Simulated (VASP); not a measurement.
A run of VASP 6.6.1 is set up as follows.

The input INCAR:

```
SYSTEM = TiO2
  ALGO = Normal
  EDIFF = 1E-6
  ENCUT = 600
  GGA = PE
  GGA_COMPAT = .FALSE.
  ISIF = 2
  ISMEAR = 0
  LASPH = .TRUE.
  LCHARG = .TRUE.
  LELF = .TRUE.
  LREAL = .FALSE.
  LVHAR = .TRUE.
  LWAVE = .FALSE.
  NBANDS = 60
  NELM = 120
  PREC = Accurate
  SIGMA = 0.01
```

File KPOINTS:

```
k-points
0
G
  1 1 1
  0 0 0
```

File POSCAR:

```
TiO2
1.0
    4.5940000000      0.0000000000      0.0000000000
    0.0000000000      4.5940000000      0.0000000000
    0.0000000000      0.0000000000      5.9180000000
Ti O
4 8
Direct
    0.0000000000      0.0000000000      0.0000000000
    0.5000000000      0.5000000000      0.2500000000
    0.0000000000      0.0000000000      0.5000000000
    0.5000000000      0.5000000000      0.7500000000
    0.3048000000      0.3048000000      0.0000000000
    0.6952000000      0.6952000000      0.0000000000
    0.8048000000      0.1952000000      0.2500000000
    0.1952000000      0.8048000000      0.2500000000
    0.3048000000      0.3048000000      0.5000000000
    0.6952000000      0.6952000000      0.5000000000
    0.8048000000      0.1952000000      0.7500000000
    0.1952000000      0.8048000000      0.7500000000
```

Potentials or basis: VASP PAW PBE potentials, release 64 (Ti_sv, O).

Run with:

```bash
$ cat potpaw_PBE.64/Ti_sv/POTCAR potpaw_PBE.64/O/POTCAR > POTCAR
$ mpirun -np 1 vasp_gam > vasp.out
```

Task: Estimate the pressure.

Result: 7.7 GPa.

Task: Predict the band gap on the k mesh.

Result: 1.53 eV.

Task: Predict the largest force.

Result: 0.020 eV/Å.

Stress tensor (GPa, compression positive):
```
9.76 0.00 0.00
0.00 9.76 0.00
0.00 0.00 3.54
```

Caveat: the k points lie up to 1.37 Å⁻¹ apart. A k mesh can miss the band edges.
